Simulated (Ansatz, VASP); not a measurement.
## One calculation of Cd, two programs

```
Cd
1.0
     2.88186    0.00000    0.00000
    -1.44093    2.49577    0.00000
     0.00000    0.00000    5.63837
Cd
2
Cartesian
  0.0000 1.6638 1.4096
  1.4409 0.8319 4.2288
```

Alike in both runs: task single point; functional LDA; k mesh 13 × 13 × 6; occupations fermi-dirac, width 0.6 eV; no spin polarisation.

|  | VASP | Ansatz |
| --- | --- | --- |
| version | VASP 6.6.1 | Ansatz 0.2.0 |
| potentials or method | VASP PAW LDA potentials, release 64 (Cd_sv_GW), cutoff 630 eV | plane waves (420 eV) with PAW, scalar-relativistic |
| valence electrons in the cell | 40 | 40 |

Ansatz gave:

```
pressure (GPa)                                                : 1.8
traceless stress, the component that is largest in VASP (GPa) : -1.97
```

Q: What did VASP give for the same quantities?

A: Pressure (GPa): 1.7; traceless stress, the component that is largest in VASP (GPa): -2.09.

Ansatz warns that its potentials were made for another functional, while VASP's fit it. LDA's correlation is that of Perdew and Zunger in VASP and of Perdew and Wang (1992) in Ansatz.
